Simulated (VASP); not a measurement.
A run of VASP 6.6.1 is set up as follows.

INCAR

```
  ALGO = Normal
  EDIFF = 1E-6
  ENCUT = 520
  GGA = PE
  ISIF = 2
  ISMEAR = 0
  LASPH = T
  LCHARG = F
  LREAL = F
  LWAVE = F
  NBANDS = 44
  NELM = 60
  PREC = Accurate
  SIGMA = 0.1
```

The input KPOINTS:

```
k-points
0
Gamma
  12 12 4
```

The input POSCAR:

```
W2Cl
1.0
    3.2134521242      0.0000000000      0.0000000000
   -1.6067260621      2.7829311734      0.0000000000
    0.0000000000      0.0000000000     12.3012816008
W Cl
4 2
Direct
    0.3333333333      0.6666666667      0.9329167140
    0.6666666667      0.3333333333      0.4329167140
    0.3333333333      0.6666666667      0.5670832860
    0.6666666667      0.3333333333      0.0670832860
    0.6666666667      0.3333333333      0.7500000000
    0.3333333333      0.6666666667      0.2500000000
```

Potentials or basis: VASP PAW PBE potentials, release 64 (W_sv, Cl).

Run with:

```sh
$ cat potpaw_PBE.64/W_sv/POTCAR potpaw_PBE.64/Cl/POTCAR > POTCAR
$ mpirun -np 1 vasp_std > vasp.out
```

Question: What does it give for the band gap on the k mesh?

Answer: Zero (bands 35 and 36 overlap by 2.61 eV).

Question: What does it give for the pressure?

Answer: 0.4 GPa.

Question: Estimate the largest force.

Answer: 0.076 eV/Å.

Stress tensor (GPa, compression positive):
```
0.35 0.00 0.00
0.00 0.35 0.00
0.00 0.00 0.60
```

Caveat: spin-orbit coupling is left out, which moves the levels of the heavy elements.
